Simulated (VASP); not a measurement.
A run of VASP 6.6.1:

The input INCAR:

```
PREC = Accurate
ENCUT = 520
EDIFF = 1E-6
ISMEAR = -1
SIGMA = 0.1
LREAL = F
LASPH = T
NELM = 150
ALGO = Normal
ISIF = 2
LWAVE = F
LCHARG = T
ISPIN = 2
MAGMOM = 2 -2
LORBIT = 11
LMAXMIX = 4
GGA = PE
LELF = T
LVHAR = T
ISYM = 0
NBANDS = 21
```

The input KPOINTS:

```
Automatic mesh
0
Gamma
  7 12 10
```

POSCAR

```
Ni
1.0
   -1.7771500000     -3.5543000000     -1.7771500000
   -1.7771500000      0.0000000000     -1.7771500000
    1.7771500000      0.0000000000     -1.7771500000
Ni
2
Direct
    0.0000000000      0.0000000000      0.0000000000
    0.5000000000      0.0000000000      0.5000000000
```

Potentials or basis: VASP PAW PBE potentials, release 64 (Ni).

Run with:

```sh
$ cat potpaw_PBE.64/Ni/POTCAR > POTCAR
$ mpirun -np 1 vasp_std > vasp.out
```

Hardware: 1 thread of Intel(R) Xeon(R) 6975P-C (Granite Rapids), with other jobs on the host.

Question: How long does it take, and how much memory?

Answer: Run time: 2.2 min on 1 thread of Intel(R) Xeon(R) 6975P-C (Granite Rapids), with other jobs on the host, peak memory 0.36 GiB. Counts: scf iterations 16, k points 422.
